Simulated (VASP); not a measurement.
Hg, 3 atoms in the cell. Symmetry: P3_121, No. 152, trigonal system. Conventional cell: a = 4.622 Å, b = 4.622 Å, c = 5.244 Å, α = 90.00°, β = 90.00°, γ = 120.00°. Hg (site symmetry 2) has 2 Hg at 2.51 Å within 3.3 Å. 

```yaml
Program: VASP 6.6.1
Task: relaxation of cell and atoms
Functional: PBE
Potentials_or_basis: VASP PAW PBE potentials, release 64 (Hg)
Cutoff: 600 eV
k_mesh: 6 × 6 × 4
Occupations: gaussian, width 0.1 eV
Spin: no spin polarisation
Dipole_correction: no
Further_INCAR_settings: ALGO = Normal; EDIFF = 1e-06; IBRION = 2; EDIFFG = -0.04; NSW = 90; ISIF = 3
```

Potentials or basis: VASP PAW PBE potentials, release 64 (Hg).

The run is started by

```console
$ cat potpaw_PBE.64/Hg/POTCAR > POTCAR
$ mpirun -np 1 vasp_std > vasp.out
```

Hardware: 1 thread of AMD EPYC 7R13 Processor (Zen 3), on a shared host.

Task: How long does it take, and how much memory?

Result: Run time: 15 min on 1 thread of AMD EPYC 7R13 Processor (Zen 3), with other jobs on the host, peak memory 0.25 GiB. Counts: scf iterations 227, k points 24, ion steps 26.
